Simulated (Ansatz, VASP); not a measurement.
**BAs: VASP beside Ansatz**

```
B As
1.0
     0.00000    2.43535    2.43535
     2.43535    0.00000    2.43535
     2.43535    2.43535    0.00000
B As
1 1
Direct
  0.00000 0.00000 0.00000
  0.25000 0.25000 0.25000
```

Alike in both runs: task single point; functional PBE; k mesh 7 × 7 × 7; no spin polarisation.

|  | VASP | Ansatz |
| --- | --- | --- |
| version | VASP 6.6.1 | Ansatz 0.2.0 |
| potentials or method | VASP PAW PBE potentials, release 64 (B, As), cutoff 520 eV | plane waves, PAW |
| occupations | gaussian, width 0.01 eV | fixed |
| valence electrons in the cell | 8 | 18 |

|  | VASP | Ansatz | Ansatz less VASP |
| --- | --- | --- | --- |
| pressure (GPa) | -4.1 | -4.6 | -0.49 |

VASP's potentials hold 8 valence electrons a cell and Ansatz's 18, so a difference there can come from the potentials and not from the codes. Ansatz's warnings: stress scf threshold loose.
